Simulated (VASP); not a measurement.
# Al (Fm-3m) in VASP: notebook

Al is run at these levels: PBE, LDA, r2SCAN; tasks: electric field gradients.

Program: VASP 6.6.1. These are calculated values, not measurements. Logs are shortened: lines on timing, memory, paths and dates and some standing lists are left out, and cuts for length are marked.

## Step 1: The cell of the first run

Symmetry: Fm-3m, No. 225, cubic system. The conventional cell has a = 4.127 Å, b = 4.127 Å, c = 4.127 Å, α = 90.00°, β = 90.00°, γ = 90.00°. Within 3.8 Å of Al (site symmetry m-3m) lie 12 Al at 2.92 Å.

## Step 2: Electric field gradients, PBE (volume scaled by 1.06)

INCAR

```
SYSTEM = Al
PREC = Accurate
ENCUT = 520
EDIFF = 1E-8
ISMEAR = -1
SIGMA = 0.05
LREAL = .False.
LASPH = .True.
NELM = 60
ALGO = Normal
ISIF = 2
LWAVE = .False.
LCHARG = .False.
GGA = PE
LEFG = .True.
NBANDS = 8
```

KPOINTS

```
Automatic mesh
0
Gamma
  14 14 14
  0 0 0
```

POSCAR

```
Al
1.0
    0.0000000000      2.0636759603      2.0636759603
    2.0636759603      0.0000000000      2.0636759603
    2.0636759603      2.0636759603      0.0000000000
Al
1
Direct
    0.0000000000      0.0000000000      0.0000000000
```

Potentials or basis: VASP PAW PBE potentials, release 64 (Al).

Command:

```bash
$ cat potpaw_PBE.64/Al/POTCAR > POTCAR
$ mpirun -np 1 vasp_std > vasp.out
```

OUTCAR:

```text
SYSTEM = Al
   PREC = Accurate
   ENCUT = 520
   EDIFF = 1E-8
   ISMEAR = -1
   LREAL = .False.
   LASPH = .True.
   NELM = 60
   ISIF = 2
   GGA = PE

 ion  position               nearest neighbor table
   1  0.000  0.000  0.000-

  LATTYP: Found a face centered cubic cell.
 ALAT       =     4.1273519206

  Lattice vectors:

 A1 = (   0.0000000000,   2.0636759603,   2.0636759603)
 A2 = (   2.0636759603,   0.0000000000,   2.0636759603)
 A3 = (   2.0636759603,   2.0636759603,   0.0000000000)

Analysis of symmetry for initial positions (statically):
=====================================================================
 Subroutine PRICEL returns:
 Original cell was already a primitive cell.

 Routine SETGRP: Setting up the symmetry group for a
 face centered cubic supercell.

 Subroutine GETGRP returns: Found 48 space group operations
 (whereof 48 operations were pure point group operations)
 out of a pool of 48 trial point group operations.

The static configuration has the point symmetry O_h .

Analysis of symmetry for dynamics (positions and initial velocities):
=====================================================================
 Subroutine PRICEL returns:
 Original cell was already a primitive cell.

 Routine SETGRP: Setting up the symmetry group for a
 face centered cubic supercell.

 Subroutine GETGRP returns: Found 48 space group operations
 (whereof 48 operations were pure point group operations)
 out of a pool of 48 trial point group operations.

The dynamic configuration has the point symmetry O_h .

 Subroutine INISYM returns: Found 48 space group operations
 (whereof 48 operations are pure point group operations),
 and found     1 'primitive' translations

----------------------------------------------------------------------------------------

                                     Primitive cell

  volume of cell :      17.5774

  direct lattice vectors                    reciprocal lattice vectors
     0.000000000  2.063675960  2.063675960    -0.242286100  0.242286100  0.242286100
     2.063675960  0.000000000  2.063675960     0.242286100 -0.242286100  0.242286100
     2.063675960  2.063675960  0.000000000     0.242286100  0.242286100 -0.242286100

  length of vectors
     2.918478531  2.918478531  2.918478531     0.419651835  0.419651835  0.419651835

  position of ions in fractional coordinates (direct lattice)
     0.000000000  0.000000000  0.000000000

  ion indices of the primitive-cell ions
   primitive index   ion index
                 1           1

----------------------------------------------------------------------------------------

 KPOINTS: Automatic mesh

Automatic generation of k-mesh.
 Grid dimensions read from file:
 generate k-points for:   14   14   14

 Generating k-lattice:

  Cartesian coordinates                     Fractional coordinates (reciprocal lattice)
    -0.017306150  0.017306150  0.017306150     0.071428571  0.000000000  0.000000000
     0.017306150 -0.017306150  0.017306150     0.000000000  0.071428571  0.000000000
     0.017306150  0.017306150 -0.017306150     0.000000000  0.000000000  0.071428571

  Length of vectors
     0.029975131  0.029975131  0.029975131

  Shift w.r.t. Gamma in fractional coordinates (k-lattice)
     0.000000000  0.000000000  0.000000000

 Subroutine IBZKPT returns following result:
 ===========================================

 Found    104 irreducible k-points:

 Following reciprocal coordinates:
            Coordinates               Weight
  0.000000  0.000000  0.000000      1.000000
  0.071429  0.000000  0.000000      8.000000
  0.142857  0.000000  0.000000      8.000000
  0.214286  0.000000  0.000000      8.000000
  0.285714  0.000000  0.000000      8.000000
  0.357143  0.000000  0.000000      8.000000
[... 16 lines left out ...]
  0.214286  0.142857  0.000000     24.000000
  0.285714  0.142857  0.000000     24.000000
 [... further k-points ...]
   k-points           NKPTS =    104   k-points in BZ     NKDIM =    104   number of bands    NBANDS=      8
   number of dos      NEDOS =    301   number of ions     NIONS =      1
   total plane-waves  NPLWV =  13824
   dimension x,y,z NGX =    24 NGY =   24 NGZ =   24
   dimension x,y,z NGXF=    48 NGYF=   48 NGZF=   48
   ions per type =               1
   NGX,Y,Z   is equivalent  to a cutoff of  13.67, 13.67, 13.67 a.u.
   NGXF,Y,Z  is equivalent  to a cutoff of  27.34, 27.34, 27.34 a.u.
 SYSTEM =  Al
   PREC   = accura    normal or accurate (medium, high low for compatibility)
   ISTART =      0    job   : 0-new  1-cont  2-samecut
   ICHARG =      2    charge: 1-file 2-atom 10-const
   ISPIN  =      1    spin polarized calculation?
   LNONCOLLINEAR =      F non collinear calculations
   LSORBIT =      F    spin-orbit coupling
   LASPH  =      T    aspherical Exc in radial PAW
   ENCUT  =  520.0 eV  38.22 Ry    6.18 a.u.   5.43  5.43  5.43*2*pi/ulx,y,z
   NELM   =     60;   NELMIN=  2; NELMDL= -5     # of ELM steps
   EDIFF  = 0.1E-07   stopping-criterion for ELM
   LREAL  =      F    real-space projection
   EDIFFG = 0.1E-06   stopping-criterion for IOM
   NSW    =      0    number of steps for IOM
   IBRION =     -1    ionic relax: 0-MD 1-quasi-New 2-CG
   NFREE  =      0    steps in history (QN), initial steepest desc. (CG)
   ISIF   =      2    stress and relaxation
   ISYM   =      2    0-nonsym 1-usesym 2-fastsym
   POTIM  = 0.5000    time-step for ionic-motion
   TEBEG  =    0.0;   TEEND  =   0.0 temperature during run
   PSTRESS=    0.0 pullay stress
   NELECT =       3.0000    total number of electrons
   NUPDOWN=      -1.0000    fix difference up-down
   EMIN   =  10.00;   EMAX   =-10.00  energy-range for DOS
   EFERMI =   0.00;   METHOD = LEGACY
   ISMEAR =    -1;   SIGMA  =   0.05  broadening in eV -4-tet -1-fermi 0-gaus
   EFERMI_NEDOS =   21; number of points for ismear=-14 and -15
   IALGO  =     38    algorithm
   IMIX   =      4    mixing-type and parameters
     AMIX     =   0.40;   BMIX     =  1.00
     AMIX_MAG =   1.60;   BMIX_MAG =  1.00
  volume/ion in A,a.u.               =      17.58       118.62
  Fermi-wavevector in a.u.,A,eV,Ry     =   0.908093  1.716047 11.219816  0.824633
  Thomas-Fermi vector in A             =   2.031978
   LORBIT       =      0    0 simple, 1 ext, 2 COOP (PROOUT), +10 PAW based schemes
   GGA     = PE    functional components
   LHFCALC =     F    Hartree Fock is set to
   AEXX    =    0.0000 exact exchange contribution
   IVDW    =     0    specifies the selected vdW correction
   LEPSILON=     F    determine dielectric tensor
   LRPA    =     F    only Hartree local field effects (RPA)
 non-spin polarized calculation
  energy-cutoff  :      520.00
  volume of cell :       17.58
 maximum number of plane-waves:       495
 NGX is ok and might be reduce to    24
   NGX = 11   NGY = 11   NGZ = 11

 number of electron       3.0000000 magnetization

 Free energy of the ion-electron system (eV)
  ---------------------------------------------------
  ext. energy  EPLUGINS =         0.00000000
  ---------------------------------------------------
  free energy    TOTEN  =        -3.72359969 eV

  energy without entropy =       -3.71855898  energy(sigma->0) =       -3.72107933

 E-fermi :   7.3346     XC(G=0):  -9.9702

 val. band max:        7.2766870697   @ k =  -0.2857   0.5000   0.2143
 cond. band min:       7.3503728221   @ k =  -0.4286   0.3571   0.0000
 fundamental gap:      0.0736857524
 Fermi energy:         7.3346158086

 k-point     1 :       0.0000    0.0000    0.0000
  band No.  band energies     occupation
      1      -3.3491      2.00000
      2      19.6299      0.00000
      3      19.6299      0.00000
      4      19.6299      0.00000
      5      20.6561      0.00000
      6      20.6561      0.00000
      7      20.6561      0.00000
      8      23.3709      0.00000

 k-point     2 :       0.0714    0.0000    0.0000
  band No.  band energies     occupation
      1      -3.2161      2.00000
      2      17.4622      0.00000
      3      19.0873      0.00000
      4      19.0873      0.00000
      5      21.3974      0.00000
      6      21.3974      0.00000
      7      21.4278      0.00000
      8      24.6722      0.00000

 k-point     3 :       0.1429    0.0000    0.0000
  band No.  band energies     occupation
      1      -2.8179      2.00000
      2      14.6730      0.00000
      3      18.4288      0.00000
      4      18.4288      0.00000
      5      21.3926      0.00000
      6      22.4905      0.00000
      7      22.4905      0.00000
      8      24.1992      0.00000

 k-point     4 :       0.2143    0.0000    0.0000
  band No.  band energies     occupation
      1      -2.1566      2.00000
      2      11.9625      0.00000
      3      17.9589      0.00000
      4      17.9589      0.00000
      5      21.1947      0.00000
      6      22.1181      0.00000
      7      22.1181      0.00000
      8      24.7176      0.00000

 k-point     5 :       0.2857    0.0000    0.0000
  band No.  band energies     occupation
      1      -1.2355      2.00000
      2       9.4176      0.00000
      3      17.7053      0.00000
      4      17.7053      0.00000
      5      20.9300      0.00000
      6      20.9300      0.00000
      7      21.0854      0.00000
      8      24.7847      0.00000

 k-point     6 :       0.3571    0.0000    0.0000
  band No.  band energies     occupation
      1      -0.0594      2.00000
      2       7.0710      1.98980
      3      17.6724      0.00000
      4      17.6724      0.00000
      5      19.8627      0.00000
      6      19.8627      0.00000
      7      21.1529      0.00000
      8      23.6579      0.00000

 k-point     7 :       0.4286    0.0000    0.0000
  band No.  band energies     occupation
      1       1.3663      2.00000
      2       4.9398      2.00000
      3      17.8531      0.00000
      4      17.8531      0.00000
      5      19.0102      0.00000
      6      19.0102      0.00000
      7      21.4326      0.00000
      8      22.7117      0.00000
[... 133 lines left out ...]
 k-point    20 :      -0.1429    0.0714    0.0000
  band No.  band energies     occupation
      1      -2.5089      2.00000
      2      13.8134      0.00000
      3      16.1530      0.00000
      4      19.7047      0.00000
      5      21.4204      0.00000
      6      22.0439      0.00000
      7      22.7831      0.00000
      8      23.2505      0.00000

 k-point    21 :      -0.0714    0.0714    0.0000
  band No.  band energies     occupation
      1      -2.9948      2.00000
      2      16.3191      0.00000
      3      17.0215      0.00000
      4      19.9741      0.00000
      5      20.8444      0.00000
      6      21.9012      0.00000
      7      22.6939      0.00000
      8      23.8585      0.00000

 k-point    22 :       0.1429    0.1429    0.0000
  band No.  band energies     occupation
      1      -2.6413      2.00000
      2      16.4693      0.00000
      3      16.4693      0.00000
      4      16.8689      0.00000
      5      19.2492      0.00000
      6      20.6286      0.00000
      7      24.7921      0.00000
      8      24.7921      0.00000

 k-point    23 :       0.2143    0.1429    0.0000
  band No.  band energies     occupation
      1      -2.1565      2.00000
      2      14.0802      0.00000
      3      15.8263      0.00000
      4      17.1193      0.00000
      5      18.7123      0.00000
      6      19.6939      0.00000
      7      25.3116      0.00000
      8      25.6007      0.00000

 k-point    24 :       0.2857    0.1429    0.0000
  band No.  band energies     occupation
      1      -1.4105      2.00000
      2      11.4873      0.00000
      3      15.4115      0.00000
      4      16.9855      0.00000
      5      17.2730      0.00000
      6      20.9776      0.00000
      7      24.8206      0.00000
      8      25.3266      0.00000

 [... further k-points ...]
[... 5 lines left out ...]
  --------------------------------------------------------------------------------------
  -------------------------------------------------------------------------------------
  Total       -0.4815747     -0.4815747     -0.4815747      0.0000000     -0.0000000     -0.0000000
  in kB      -43.8954704    -43.8954704    -43.8954704      0.0000000     -0.0000000     -0.0000000
  external PRESSURE =     -43.8954704 kB  Pullay stress =       0.0000000 kB

 VOLUME and BASIS-vectors are now :
 -----------------------------------------------------------------------------
  energy-cutoff  :      520.00
  volume of cell :       17.58
      direct lattice vectors                 reciprocal lattice vectors
     0.000000000  2.063675960  2.063675960    -0.242286100  0.242286100  0.242286100
     2.063675960  0.000000000  2.063675960     0.242286100 -0.242286100  0.242286100
     2.063675960  2.063675960  0.000000000     0.242286100  0.242286100 -0.242286100

 POSITION                                       TOTAL-FORCE (eV/Angst)
 -----------------------------------------------------------------------------------
      0.00000      0.00000      0.00000         0.000000      0.000000      0.000000
 -----------------------------------------------------------------------------------
    total drift:                               -0.000000      0.000000      0.000000

  FREE ENERGIE OF THE ION-ELECTRON SYSTEM (eV)
  ---------------------------------------------------
  free  energy   TOTEN  =        -3.7235996861 eV

  energy  without entropy=       -3.7185589761  energy(sigma->0) =       -3.72107933

 Electric field gradients (V/A^2)
---------------------------------------------------------------------
 ion       V_xx      V_yy      V_zz      V_xy      V_xz      V_yz
---------------------------------------------------------------------
   1      -0.000     0.000     0.000    -0.000    -0.000    -0.000
---------------------------------------------------------------------

 Electric field gradients after diagonalization (V/A^2)
 (convention: |V_zz| > |V_xx| > |V_yy|)
----------------------------------------------------------------------
 ion       V_xx      V_yy      V_zz     asymmetry (V_yy - V_xx)/ V_zz
----------------------------------------------------------------------
   1       0.000     0.000    -0.000       0.000
----------------------------------------------------------------------

           NMR quadrupolar parameters

 Cq : quadrupolar parameter    Cq=e*Q*V_zz/h
 eta: asymmetry parameters     (V_yy - V_xx)/ V_zz
 Q  : nuclear electric quadrupole moment in mb (millibarn)
----------------------------------------------------------------------
 ion       Cq(MHz)       eta       Q (mb)
----------------------------------------------------------------------
   1      -0.000       0.000       1.000
----------------------------------------------------------------------
```

Wall time 7.5 s (1 thread of AMD EPYC 9R45 (Zen 5), shared host); peak memory 0.11 GiB.

Results:

| Item | Value |
| --- | --- |
| Free energy | -3.7236 eV |
| Pressure | -4.4 GPa |

Caveat: without QUAD_EFG the Cq values of the log hold for a quadrupole moment of 1 mb, not for the nuclei.

## Step 3: Electric field gradients, PBE (volume scaled by 1.06)

INCAR

```
ALGO = Normal
EDIFF = 1E-8
ENCUT = 520
GGA = PE
ISIF = 2
ISMEAR = -1
LASPH = True
LCHARG = False
LEFG = True
LREAL = False
LWAVE = False
NBANDS = 8
NELM = 80
PREC = Accurate
SIGMA = 0.05
```

KPOINTS

```
k-points
0
Gamma
  14 14 14
```

POSCAR is that of step 2.

Potentials or basis: VASP PAW PBE potentials, release 64 (Al).

Command:

```bash
$ cat potpaw_PBE.64/Al/POTCAR > POTCAR
$ mpirun -np 1 vasp_std > vasp.out
```

OUTCAR:

```text
EDIFF = 1E-8
   ENCUT = 520
   GGA = PE
   ISIF = 2
   ISMEAR = -1
   LASPH = True
   LREAL = False
   NELM = 80
   PREC = Accurate

 ion  position               nearest neighbor table
   1  0.000  0.000  0.000-

  LATTYP: Found a face centered cubic cell.
 ALAT       =     4.1273519206

  Lattice vectors:

 A1 = (   0.0000000000,   2.0636759603,   2.0636759603)
 A2 = (   2.0636759603,   0.0000000000,   2.0636759603)
[... 470 lines left out ...]
    total drift:                               -0.000000      0.000000      0.000000

  FREE ENERGIE OF THE ION-ELECTRON SYSTEM (eV)
  ---------------------------------------------------
  free  energy   TOTEN  =        -3.7235996861 eV

  energy  without entropy=       -3.7185589761  energy(sigma->0) =       -3.72107933

 Electric field gradients (V/A^2)
---------------------------------------------------------------------
 ion       V_xx      V_yy      V_zz      V_xy      V_xz      V_yz
---------------------------------------------------------------------
   1      -0.000     0.000     0.000    -0.000    -0.000    -0.000
---------------------------------------------------------------------

 Electric field gradients after diagonalization (V/A^2)
 (convention: |V_zz| > |V_xx| > |V_yy|)
----------------------------------------------------------------------
 ion       V_xx      V_yy      V_zz     asymmetry (V_yy - V_xx)/ V_zz
----------------------------------------------------------------------
   1       0.000     0.000    -0.000       0.000
----------------------------------------------------------------------

           NMR quadrupolar parameters

 Cq : quadrupolar parameter    Cq=e*Q*V_zz/h
 eta: asymmetry parameters     (V_yy - V_xx)/ V_zz
 Q  : nuclear electric quadrupole moment in mb (millibarn)
----------------------------------------------------------------------
 ion       Cq(MHz)       eta       Q (mb)
----------------------------------------------------------------------
   1      -0.000       0.000       1.000
----------------------------------------------------------------------
```

OSZICAR:

```text
N       E                     dE             d eps       ncg     rms          rms(c)
DAV:   1    -0.238469444721E+01   -0.23847E+01   -0.82156E+02  1680   0.202E+02
DAV:   2    -0.373767795085E+01   -0.13530E+01   -0.13155E+01  2344   0.180E+01
DAV:   3    -0.374548560518E+01   -0.78077E-02   -0.77981E-02  2248   0.151E+00
DAV:   4    -0.374550872793E+01   -0.23123E-04   -0.23123E-04  2600   0.666E-02
DAV:   5    -0.374550879790E+01   -0.69969E-07   -0.69807E-07  2272   0.180E-03    0.121E+00
DAV:   6    -0.373281411956E+01    0.12695E-01   -0.20258E-03  2056   0.212E-01    0.702E-01
DAV:   7    -0.372360927059E+01    0.92048E-02   -0.59781E-03  2096   0.342E-01    0.137E-01
DAV:   8    -0.372360154962E+01    0.77210E-05   -0.15612E-05  2376   0.283E-02    0.752E-03
DAV:   9    -0.372360019085E+01    0.13588E-05   -0.10227E-06  2328   0.428E-03    0.824E-04
DAV:  10    -0.372359972331E+01    0.46754E-06   -0.50428E-09  2472   0.468E-04    0.195E-04
DAV:  11    -0.372359966719E+01    0.56121E-07   -0.26404E-10  1584   0.869E-05    0.511E-05
DAV:  12    -0.372359968554E+01   -0.18357E-07   -0.20817E-11  1360   0.249E-05    0.677E-06
DAV:  13    -0.372359968613E+01   -0.58910E-09   -0.41847E-13  1064   0.463E-06
   1 F= -.37235997E+01 E0= -.37210793E+01  d E =-.504071E-02
```

Wall time 7.4 s (1 thread of AMD EPYC 9R45 (Zen 5), shared host); peak memory 0.1 GiB.

What came out:

```yaml
Free_energy: -3.7236 eV
Pressure: -4.4 GPa
```

Caveat: without QUAD_EFG the Cq values of the log hold for a quadrupole moment of 1 mb, not for the nuclei.

(Part 1 of 2 ends here.)
